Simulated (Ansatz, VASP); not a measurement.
**Two plane-wave programs on RbCaH3**

```xyz
5
Lattice="4.5470 0.0000 0.0000 0.0000 4.5470 0.0000 0.0000 0.0000 4.5470" Properties=species:S:1:pos:R:3 pbc="T T T"
Rb    0.0361    0.0361    0.0361
Ca    2.2735    2.2735    2.2735
H     0.0000    2.2735    2.2735
H     2.2735    0.0000    2.2735
H     2.2735    2.2735    0.0000
```

Change from the starting cell: all Rb atoms moved +0.062 Å, as atom 1 along Cartesian [1 1 1].

Alike in both runs: task single point; functional LDA; k mesh 6 × 6 × 6; occupations gaussian, width 0.05 eV; no spin polarisation.

|  | VASP | Ansatz |
| --- | --- | --- |
| version | VASP 6.6.1 | Ansatz 0.2.0 |
| potentials or method | VASP PAW LDA potentials, release 64 (Rb_sv, Ca_sv, H), cutoff 520 eV | scalar-relativistic, plane waves, PAW |
| valence electrons in the cell | 22 | 22 |

|  | VASP | Ansatz | Ansatz less VASP |
| --- | --- | --- | --- |
| gap on the k mesh at the Fermi level (eV) | 2.92 | 2.93 | +0.009 |
| least direct gap on the mesh (eV) | 2.92 | 2.93 | +0.009 |
| pressure (GPa) | -2.4 | -2.4 | -0.02 |
| rms of the force components (eV/Å) | 0.020 | 0.020 | -0.0001 |

LDA's correlation is that of Perdew and Zunger in VASP and of Perdew and Wang (1992) in Ansatz. Atom by atom the forces differ by 0.000 eV/Å (rms over components).
